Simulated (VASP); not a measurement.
Here is a VASP 6.6.1 calculation.

Contents of POSCAR:

```
HfO2
1.0
    0.0000000000      2.5003177201      2.5003177201
    2.5003177201      0.0000000000      2.5003177201
    2.5003177201      2.5003177201      0.0000000000
Hf O
1 2
Direct
    0.0000000000      0.0000000000      0.0000000000
    0.2500000000      0.2500000000      0.2500000000
    0.7500000000      0.7500000000      0.7500000000
```

Contents of INCAR.step1:

```
SYSTEM = HfO2
PREC = Accurate
ENCUT = 520
ISMEAR = -1
SIGMA = 0.01
LREAL = .False.
LASPH = .True.
NELM = 60
NBANDS = 18
GGA = PE
ALGO = Normal
EDIFF = 1E-4
LWAVE = .True.
LCHARG = .False.
```

The input INCAR.step2:

```
SYSTEM = HfO2
PREC = Accurate
ENCUT = 520
EDIFF = 1E-7
ISMEAR = -1
SIGMA = 0.01
LREAL = .False.
LASPH = .True.
NELM = 60
ALGO = Normal
ISIF = 2
LWAVE = .False.
LCHARG = .False.
METAGGA = R2SCAN
LMIXTAU = .True.
NBANDS = 18
ISTART = 1
```

Contents of KPOINTS:

```
regular mesh
0
Gamma
  8 8 8
  0 0 0
```

Potentials or basis: VASP PAW PBE potentials, release 64 (Hf_pv, O).

Command:

```bash
$ cat potpaw_PBE.64/Hf_pv/POTCAR potpaw_PBE.64/O/POTCAR > POTCAR
$ cp INCAR.step1 INCAR
$ mpirun -np 1 vasp_std > vasp.out
$ cp INCAR.step2 INCAR
$ mpirun -np 1 vasp_std > vasp.out
```

Estimate the pressure.

5.7 GPa.

Predict the band gap on the k mesh.

4.42 eV.

Caveat: the cell stands under pressure; the PAW data sets were made with another functional, which shifts forces and pressure a little; spin-orbit coupling is left out, which moves the levels of the heavy elements. r2SCAN opens gaps a little over a GGA but as a rule still falls short of measured ones.
